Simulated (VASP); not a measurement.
# Bi (Immm) in VASP: further runs, part 2 of 2

VASP 6.6.1.

### Step 3. Relaxation of cell and atoms, PBE

Input file INCAR:

```
SYSTEM = Bi
  PREC = Accurate
  ENCUT = 500
  EDIFF = 1E-7
  ISMEAR = 0
  SIGMA = 0.1
  LREAL = .False.
  LASPH = .True.
  NELM = 120
  ALGO = Normal
  ISIF = 3
  LWAVE = .False.
  LCHARG = .False.
  GGA = PE
  IBRION = 2
  NSW = 90
  EDIFFG = -0.04
  GGA_COMPAT = .False.
  NELMIN = 4
```

Input file KPOINTS:

```
regular mesh
0
Gamma
  6 6 6
  0 0 0
```

Input file POSCAR:

```
Bi
1.0
   -1.6502328000      2.1997605600      2.2878129800
    1.6502328000     -2.1997605600      2.2878129800
    1.6502328000      2.1997605600     -2.2878129800
Bi
1
Direct
    0.5000000000      0.0000000000      0.5000000000
```

Potentials or basis: VASP PAW PBE potentials, release 64 (Bi_d).

Run with:

```bash
$ cat potpaw_PBE.64/Bi_d/POTCAR > POTCAR
$ mpirun -np 1 vasp_std > vasp.out
```

OUTCAR:

```text
SYSTEM = Bi
   PREC = Accurate
   ENCUT = 500
   EDIFF = 1E-7
   ISMEAR = 0
   LREAL = .False.
   LASPH = .True.
   NELM = 120
   ISIF = 3
   GGA = PE
   IBRION = 2
   NSW = 90
   EDIFFG = -0.04
   NELMIN = 4

 ion  position               nearest neighbor table
   1  0.500  0.000  0.500-

  LATTYP: Found a body centered orthorhombic cell.
 ALAT       =     3.3004656000
 B/A-ratio  =     1.3330001440
 C/A-ratio  =     1.3863577187

  Lattice vectors:

 A1 = (  -1.6502328000,   2.1997605600,   2.2878129800)
 A2 = (   1.6502328000,  -2.1997605600,   2.2878129800)
 A3 = (   1.6502328000,   2.1997605600,  -2.2878129800)

Analysis of symmetry for initial positions (statically):
=====================================================================
 Subroutine PRICEL returns:
 Original cell was already a primitive cell.

 Routine SETGRP: Setting up the symmetry group for a
 body centered orthorhombic supercell.

 Subroutine GETGRP returns: Found  8 space group operations
 (whereof  8 operations were pure point group operations)
 out of a pool of  8 trial point group operations.

The static configuration has the point symmetry D_2h.

Analysis of symmetry for dynamics (positions and initial velocities):
=====================================================================
 Subroutine PRICEL returns:
 Original cell was already a primitive cell.

 Routine SETGRP: Setting up the symmetry group for a
 body centered orthorhombic supercell.

 Subroutine GETGRP returns: Found  8 space group operations
 (whereof  8 operations were pure point group operations)
 out of a pool of  8 trial point group operations.

The dynamic configuration has the point symmetry D_2h.

 Subroutine INISYM returns: Found  8 space group operations
 (whereof  8 operations are pure point group operations),
 and found     1 'primitive' translations

----------------------------------------------------------------------------------------

                                     Primitive cell

  volume of cell :      33.2201

  direct lattice vectors                    reciprocal lattice vectors
    -1.650232800  2.199760560  2.287812980     0.000000000  0.227297466  0.218549333
     1.650232800 -2.199760560  2.287812980     0.302987554  0.000000000  0.218549333
     1.650232800  2.199760560 -2.287812980     0.302987554  0.227297466  0.000000000

  length of vectors
     3.577192062  3.577192062  3.577192062     0.315321976  0.373584353  0.378768525

  position of ions in fractional coordinates (direct lattice)
     0.500000000  0.000000000  0.500000000

  ion indices of the primitive-cell ions
   primitive index   ion index
                 1           1

----------------------------------------------------------------------------------------

 KPOINTS: regular mesh

Automatic generation of k-mesh.
 Grid dimensions read from file:
 generate k-points for:    6    6    6

 Generating k-lattice:

  Cartesian coordinates                     Fractional coordinates (reciprocal lattice)
     0.000000000  0.037882911  0.036424889     0.166666667 -0.000000000  0.000000000
     0.050497926  0.000000000  0.036424889    -0.000000000  0.166666667  0.000000000
     0.050497926  0.037882911  0.000000000     0.000000000  0.000000000  0.166666667

  Length of vectors
     0.052553663  0.062264059  0.063128088

  Shift w.r.t. Gamma in fractional coordinates (k-lattice)
     0.000000000  0.000000000  0.000000000

 Subroutine IBZKPT returns following result:
 ===========================================

 Found     46 irreducible k-points:

 Following reciprocal coordinates:
            Coordinates               Weight
  0.000000  0.000000  0.000000      1.000000
  0.166667  0.000000  0.000000      4.000000
  0.333333 -0.000000  0.000000      4.000000
  0.500000  0.000000  0.000000      2.000000
 -0.000000  0.166667  0.000000      4.000000
  0.166667  0.166667  0.000000      8.000000
[... 16 lines left out ...]
 -0.166667  0.166667  0.166667      2.000000
  0.166667  0.333333  0.166667      4.000000
 [... further k-points ...]
   k-points           NKPTS =     46   k-points in BZ     NKDIM =     46   number of bands    NBANDS=     11
   number of dos      NEDOS =    301   number of ions     NIONS =      1
   total plane-waves  NPLWV =  21952
   dimension x,y,z NGX =    28 NGY =   28 NGZ =   28
   dimension x,y,z NGXF=    56 NGYF=   56 NGZF=   56
   ions per type =               1
   NGX,Y,Z   is equivalent  to a cutoff of  13.01, 13.01, 13.01 a.u.
   NGXF,Y,Z  is equivalent  to a cutoff of  26.03, 26.03, 26.03 a.u.
 SYSTEM =  Bi
   PREC   = accura    normal or accurate (medium, high low for compatibility)
   ISTART =      0    job   : 0-new  1-cont  2-samecut
   ICHARG =      2    charge: 1-file 2-atom 10-const
   ISPIN  =      1    spin polarized calculation?
   LNONCOLLINEAR =      F non collinear calculations
   LSORBIT =      F    spin-orbit coupling
   LASPH  =      T    aspherical Exc in radial PAW
   ENCUT  =  500.0 eV  36.75 Ry    6.06 a.u.   6.52  6.52  6.52*2*pi/ulx,y,z
   NELM   =    120;   NELMIN=  4; NELMDL= -5     # of ELM steps
   EDIFF  = 0.1E-06   stopping-criterion for ELM
   LREAL  =      F    real-space projection
   EDIFFG = -.4E-01   stopping-criterion for IOM
   NSW    =     90    number of steps for IOM
   IBRION =      2    ionic relax: 0-MD 1-quasi-New 2-CG
   NFREE  =      1    steps in history (QN), initial steepest desc. (CG)
   ISIF   =      3    stress and relaxation
   ISYM   =      2    0-nonsym 1-usesym 2-fastsym
   POTIM  = 0.5000    time-step for ionic-motion
   TEBEG  =    0.0;   TEEND  =   0.0 temperature during run
   PSTRESS=    0.0 pullay stress
   NELECT =      15.0000    total number of electrons
   NUPDOWN=      -1.0000    fix difference up-down
   EMIN   =  10.00;   EMAX   =-10.00  energy-range for DOS
   EFERMI =   0.00;   METHOD = LEGACY
   ISMEAR =     0;   SIGMA  =   0.10  broadening in eV -4-tet -1-fermi 0-gaus
   EFERMI_NEDOS =   21; number of points for ismear=-14 and -15
   IALGO  =     38    algorithm
   IMIX   =      4    mixing-type and parameters
     AMIX     =   0.40;   BMIX     =  1.00
     AMIX_MAG =   1.60;   BMIX_MAG =  1.00
  volume/ion in A,a.u.               =      33.22       224.18
  Fermi-wavevector in a.u.,A,eV,Ry     =   1.255948  2.373397 21.461891  1.577405
  Thomas-Fermi vector in A             =   2.389680
   LORBIT       =      0    0 simple, 1 ext, 2 COOP (PROOUT), +10 PAW based schemes
   GGA     = PE    functional components
   LHFCALC =     F    Hartree Fock is set to
   AEXX    =    0.0000 exact exchange contribution
   IVDW    =     0    specifies the selected vdW correction
   LEPSILON=     F    determine dielectric tensor
   LRPA    =     F    only Hartree local field effects (RPA)
 conjugate gradient relaxation of ions
 non-spin polarized calculation
 Gauss-broadening in eV      SIGMA  =   0.10
  energy-cutoff  :      500.00
  volume of cell :       33.22
 maximum number of plane-waves:       863
 NGX is ok and might be reduce to    28
   NGX = 13   NGY = 13   NGZ = 13

--------------------------------------- Ionic step        1  -------------------------------------------

 number of electron      15.0000002 magnetization

 Free energy of the ion-electron system (eV)
  ---------------------------------------------------
  ext. energy  EPLUGINS =         0.00000000
  ---------------------------------------------------
  free energy    TOTEN  =        -3.72649987 eV

  energy without entropy =       -3.72205930  energy(sigma->0) =       -3.72427959

 E-fermi :   7.0617     XC(G=0):  -9.9520

 val. band max:        6.9454647557   @ k =   0.3333   0.5000  -0.0000
 cond. band min:       7.0926000177   @ k =   0.1667   0.5000   0.0000
 fundamental gap:      0.1471352619
 Fermi energy:         7.0617148117

 k-point     1 :       0.0000    0.0000    0.0000
  band No.  band energies     occupation
      1     -15.9363      2.00000
      2     -15.8860      2.00000
      3     -15.8144      2.00000
      4     -15.8076      2.00000
      5     -15.7423      2.00000
      6      -6.0870      2.00000
      7      10.3176      0.00000
      8      10.4535      0.00000
      9      13.7507      0.00000
     10      14.0632      0.00000
     11      15.2649      0.00000
[... 599 lines left out ...]
  energy  without entropy=       -3.7927352510  energy(sigma->0) =       -3.79343049

--------------------------------------- Ionic step        9  -------------------------------------------

 number of electron      15.0000003 magnetization

 Free energy of the ion-electron system (eV)
  ---------------------------------------------------
  ext. energy  EPLUGINS =         0.00000000
  ---------------------------------------------------
  free energy    TOTEN  =        -3.79420002 eV

  energy without entropy =       -3.79266602  energy(sigma->0) =       -3.79343302

 E-fermi :   7.6356     XC(G=0): -10.2396

 val. band max:        7.4862502475   @ k =   0.1667   0.5000   0.0000
 cond. band min:       7.6358325532   @ k =  -0.1667   0.5000   0.1667
 fundamental gap:      0.1495823057
 Fermi energy:         7.6355702931

 k-point     1 :       0.0000    0.0000    0.0000
  band No.  band energies     occupation
      1     -15.2782      2.00000
      2     -15.2308      2.00000
      3     -15.2298      2.00000
      4     -15.2142      2.00000
      5     -15.1076      2.00000
      6      -5.6976      2.00000
      7      12.1387      0.00000
      8      12.1759      0.00000
      9      13.7477      0.00000
     10      16.1777      0.00000
     11      17.3441      0.00000
[... 350 lines left out ...]
  FREE ENERGIE OF THE ION-ELECTRON SYSTEM (eV)
  ---------------------------------------------------
  free  energy   TOTEN  =        -3.7942000198 eV

  energy  without entropy=       -3.7926660232  energy(sigma->0) =       -3.79343302

 reached required accuracy - stopping structural energy minimisation
```

OSZICAR:

```text
N       E                     dE             d eps       ncg     rms          rms(c)
DAV:   1     0.103048642340E+03    0.10305E+03   -0.82484E+03  1015   0.154E+03
[... 92 lines left out ...]
DAV:   2    -0.379492684666E+01    0.23319E-02   -0.40928E-03  1183   0.130E+00    0.136E-01
DAV:   3    -0.379421667826E+01    0.71017E-03   -0.20800E-03  1453   0.915E-01    0.286E-02
DAV:   4    -0.379420282850E+01    0.13850E-04   -0.15744E-04  1158   0.203E-01    0.880E-03
DAV:   5    -0.379420010860E+01    0.27199E-05   -0.13916E-05  1439   0.695E-02    0.286E-03
DAV:   6    -0.379420016856E+01   -0.59965E-07   -0.10423E-06  1161   0.148E-02    0.739E-04
DAV:   7    -0.379419997040E+01    0.19816E-06   -0.73538E-08   626   0.537E-03    0.359E-04
DAV:   8    -0.379420001983E+01   -0.49432E-07   -0.13990E-08   527   0.264E-03
   9 F= -.37942000E+01 E0= -.37934330E+01  d E =-.742940E-04
```

It took 3.4 min on 1 thread of Intel Xeon 8259CL, shared host; peak memory 0.17 GiB.

What came out:

| Item | Value |
| --- | --- |
| Free energy | -3.7942 eV |
| Relaxed volume | 31.44 Å³/atom |
| Relaxed cell | a = 3.468 Å, b = 3.468 Å, c = 3.468 Å, α = 118.94°, β = 105.74°, γ = 104.17° |
| Space group after relaxing (to 0.1 Å) | I4/mmm (No. 139) |
| Energy gained by relaxing | 67.7 meV/atom |
| Ionic steps | 9 |
| Pressure after relaxing | 0.0 GPa |
| Band gap on the k mesh | zero (an odd number of electrons rules out a gap without spin polarisation) |

The path:
| step | energy change (eV) | largest force (eV/Å) | pressure (GPa) | volume (Å³) |
| --- | --- | --- | --- | --- |
| 1 | 0.0000 | 0.0000 | -0.81 | 33.22 |
| 2 | -0.0325 | 0.0000 | -0.62 | 32.40 |
| 3 | -0.0374 | 0.0000 | 3.32 | 29.77 |
| 4 | -0.0645 | 0.0000 | 0.57 | 31.18 |
| 5 | -0.0655 | 0.0000 | 1.14 | 30.81 |
| 6 | -0.0658 | 0.0000 | 0.98 | 30.91 |
| 7 | -0.0650 | 0.0000 | -0.82 | 31.86 |
| 8 | -0.0676 | 0.0000 | 0.13 | 31.34 |
| 9 | -0.0677 | 0.0000 | -0.04 | 31.44 |

Final structure:
```
Bi
1.0
    -1.76174    2.09341    2.13127
     1.76174   -2.09341    2.13127
     1.76174    2.09341   -2.13127
Bi
1
Direct
  0.50000 0.00000 0.50000
```

Caveat: the k points lie up to 0.39 Å⁻¹ apart in the final cell, too coarse for converged energies and pressures of a metal; spin-orbit coupling is left out, which moves the levels of the heavy elements.

### Step 4. Single point, PBE

This run uses another cell than the first one, of 31.93 Å³/atom.

Input file INCAR:

```
SYSTEM = Bi
ALGO = Normal
EDIFF = 1E-6
ENCUT = 500
GGA = PE
GGA_COMPAT = .FALSE.
ISIF = 2
ISMEAR = 0
LASPH = .TRUE.
LCHARG = .FALSE.
LREAL = .FALSE.
LWAVE = .FALSE.
NBANDS = 14
NELM = 120
PREC = Accurate
SIGMA = 0.1
```

Input file KPOINTS:

```
k-points
0
G
  20 20 20
  0 0 0
```

Input file POSCAR:

```
Bi
1.0
   -1.7780870253      2.1179845335      2.1193141884
    1.7780870253     -2.1179845335      2.1193141884
    1.7780870253      2.1179845335     -2.1193141884
Bi
1
Direct
    0.5000000000      0.0000000000      0.5000000000
```

Potentials or basis: VASP PAW PBE potentials, release 64 (Bi_d).

Run with:

```bash
$ cat potpaw_PBE.64/Bi_d/POTCAR > POTCAR
$ mpirun -np 1 vasp_std > vasp.out
```

OUTCAR:

```text
SYSTEM = Bi
   EDIFF = 1E-6
   ENCUT = 500
   GGA = PE
   ISIF = 2
   ISMEAR = 0
   LASPH = .TRUE.
   LREAL = .FALSE.
   NELM = 120
   PREC = Accurate

 ion  position               nearest neighbor table
   1  0.500  0.000  0.500-

  LATTYP: Found a body centered orthorhombic cell.
 ALAT       =     3.5561740506
 B/A-ratio  =     1.1911590959
 C/A-ratio  =     1.1919068967

  Lattice vectors:

 A1 = (  -1.7780870253,   2.1179845335,   2.1193141884)
[... 587 lines left out ...]
     12      17.9711      0.00000
     13      18.7912      0.00000
     14      21.8433      0.00000

 [... further k-points ...]

------------------------ aborting loop because EDIFF is reached ----------------------------------------

  FORCE on cell =-STRESS in cart. coord.  units (eV):
  Direction    XX          YY          ZZ          XY          YZ          ZX
  --------------------------------------------------------------------------------------
  -------------------------------------------------------------------------------------
  Total       -0.0147527     -0.0085882     -0.0103191     -0.0000000      0.0000000      0.0000000
  in kB       -0.7403741     -0.4310060     -0.5178727     -0.0000000      0.0000000      0.0000000
  external PRESSURE =      -0.5630843 kB  Pullay stress =       0.0000000 kB

 VOLUME and BASIS-vectors are now :
 -----------------------------------------------------------------------------
  energy-cutoff  :      500.00
  volume of cell :       31.93
      direct lattice vectors                 reciprocal lattice vectors
    -1.778087025  2.117984534  2.119314188     0.000000000  0.236073490  0.235925378
     1.778087025 -2.117984534  2.119314188     0.281201085  0.000000000  0.235925378
     1.778087025  2.117984534 -2.119314188     0.281201085  0.236073490  0.000000000

 POSITION                                       TOTAL-FORCE (eV/Angst)
 -----------------------------------------------------------------------------------
      0.00000      2.11798      0.00000         0.000000      0.000000     -0.000000
 -----------------------------------------------------------------------------------
    total drift:                                0.000000      0.000000     -0.000000

  FREE ENERGIE OF THE ION-ELECTRON SYSTEM (eV)
  ---------------------------------------------------
  free  energy   TOTEN  =        -3.7499011689 eV

  energy  without entropy=       -3.7470429035  energy(sigma->0) =       -3.74847204
```

Run time: 11 min. Hardware: 1 thread of Intel Xeon 8259CL, shared host; peak memory 0.52 GiB.

What came out:

- Free energy: -3.7499 eV
- Pressure: -0.1 GPa
- Band gap on the k mesh: zero (an odd number of electrons rules out a gap without spin polarisation)

Caveat: spin-orbit coupling is left out, which moves the levels of the heavy elements.

### Step 5. Summary

```csv
task,cell,k mesh,gap on the mesh (eV),pressure (GPa)
single point,"a = 3.577 Å, angles 125.1, 104.1, 100.5°, 1 atom",6 × 6 × 6,none,-0.8
relaxation of cell and atoms,"relaxed from a = 3.577 Å, angles 125.1, 104.1, 100.5°, 1 atom",6 × 6 × 6,none,0.0
single point,"a = 3.484 Å, angles 118.6, 105.1, 105.1°, 1 atom",20 × 20 × 20,none,-0.1
```

Alike in all rows: level PBE; potentials or basis VASP PAW PBE potentials, release 64 (Bi_d); no spin polarisation; cutoff (eV) 500; smearing gaussian 0.1 eV.

Caveats: some runs use coarse meshes; spin-orbit coupling is left out, which moves the levels of the heavy elements.

Total energies depend on the potentials used, so only differences within one code and one set of settings carry meaning.
